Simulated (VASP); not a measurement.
Wanted: the native input for a VASP 6.6.1 run.

```
Task                   : single point
Functional             : PBE
Potentials or basis    : VASP PAW PBE potentials, release 64 (Re, Se, Rb_sv)
Cutoff                 : 520 eV
k mesh                 : 7 × 7 × 7
Occupations            : fermi-dirac, width 0.1 eV
Spin                   : no spin polarisation
Dipole correction      : no
Further INCAR settings : ALGO = Normal; EDIFF = 1e-06; NBANDS = 22
```

The structure of RbReSe2 lies in POSCAR:

```
RbReSe2
1.0
    4.0750860782      0.0000002887      0.0000000883
   -2.0375432891      3.5291279220     -0.0000008851
    0.0000000000     -2.3527502109      7.6933385607
Re Se Rb
1 2 1
Direct
    0.5000000000      0.0000000000      0.5000000000
    0.2177843869      0.4355687738      0.6533531607
    0.7822156131      0.5644312262      0.3466468393
    0.0000000000      0.0000000000      0.0000000000
```

These files were run (other wordings do the same):

INCAR

```
SYSTEM = RbReSe2
PREC     = Accurate       ! precision mode
ENCUT    = 520            ! plane-wave cutoff, eV
EDIFF    = 1E-6           ! SCF threshold, eV
ISMEAR   = -1             ! smearing method
SIGMA    = 0.1            ! smearing width, eV
LREAL    = .False.        ! projectors in reciprocal space
LASPH    = .True.         ! aspherical terms in the spheres
NELM     = 60             ! most SCF steps
ALGO     = Normal         ! electronic algorithm
ISIF     = 2              ! what is computed and relaxed
LWAVE    = .False.        ! write WAVECAR
LCHARG   = .False.        ! write CHGCAR
GGA      = PE             ! functional
NBANDS   = 22             ! bands
```

KPOINTS

```
regular mesh
0
Gamma
  7 7 7
  0 0 0
```

Potentials or basis: VASP PAW PBE potentials, release 64 (Re, Se, Rb_sv).

Run with:

```sh
$ cat potpaw_PBE.64/Re/POTCAR potpaw_PBE.64/Se/POTCAR potpaw_PBE.64/Rb_sv/POTCAR > POTCAR
$ mpirun -np 1 vasp_std > vasp.out
```

Results of the run:

```
Pressure               : -4.5 GPa
Largest force          : 0.006 eV/Å
Band gap on the k mesh : zero (bands 14 and 15 overlap by 0.43 eV)
```

Caveat: the cell stands under tension; spin-orbit coupling is left out, which moves the levels of the heavy elements.

Wall time 3.3 min on 1 thread of Intel Xeon 8259CL, on a shared host, peak memory 0.3 GiB.
